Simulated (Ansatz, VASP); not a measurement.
## CdS in VASP and in Ansatz

File INCAR:

```
PREC = Accurate
ENCUT = 520
EDIFF = 1E-7
ISMEAR = 0
SIGMA = 0.01
LREAL = False
LASPH = True
NELM = 60
ALGO = Normal
ISIF = 2
LWAVE = False
LCHARG = False
GGA = PE
NBANDS = 26
```

KPOINTS

```
Automatic mesh
0
Gamma
  6 6 4
```

The input POSCAR:

```
CdS
1.0
    4.2792728507      0.0000000000      0.0000000000
   -2.1396364254      3.7059589985      0.0000000000
    0.0000000000      0.0000000000      6.9618261448
Cd S
2 2
Direct
    0.3333333333      0.6666666667     -0.0008015218
    0.6666666667      0.3333333333      0.4991984782
    0.3333333333      0.6666666667      0.3758015218
    0.6666666667      0.3333333333      0.8758015218
```

Input for Ansatz:

```yaml
crystal:
  lattice:
    - [4.2792728507, 0.0, 0.0]
    - [-2.1396364254, 3.7059589985, 0.0]
    - [0.0, 0.0, 6.9618261448]
  atoms:
    - { symbol: Cd, position: [0.3333333333, 0.6666666667, -0.0008015218] }
    - { symbol: Cd, position: [0.6666666667, 0.3333333333, 0.4991984782] }
    - { symbol: S, position: [0.3333333333, 0.6666666667, 0.3758015218] }
    - { symbol: S, position: [0.6666666667, 0.3333333333, 0.8758015218] }
kpoints:
  mp_grid: { grid: [6, 6, 4] }
hamiltonian:
  xc: pbe
scf:
  occupations: { method: fixed }
  n_extra_bands: 5
output:
  forces: true
  stress: true
  eigenvalues: true
```

Alike in both runs: task single point; functional PBE; k mesh 6 × 6 × 4; no spin polarisation.

|  | VASP | Ansatz |
| --- | --- | --- |
| version | VASP 6.6.1 | Ansatz 0.2.0 |
| potentials or method | VASP PAW PBE potentials, release 64 (Cd, S) | plane waves, PAW |
| plane-wave cutoff (eV) | 520 | 420 |
| occupations | gaussian, width 0.01 eV | fixed |
| valence electrons in the cell | 36 | 52 |

```csv
,VASP,Ansatz,Ansatz less VASP
gap on the k mesh at the Fermi level (eV),0.97,0.97,+0.001
pressure (GPa),-2.5,-2.7,-0.23
```

VASP's potentials hold 36 valence electrons a cell and Ansatz's 52, so a difference there can come from the potentials and not from the codes.
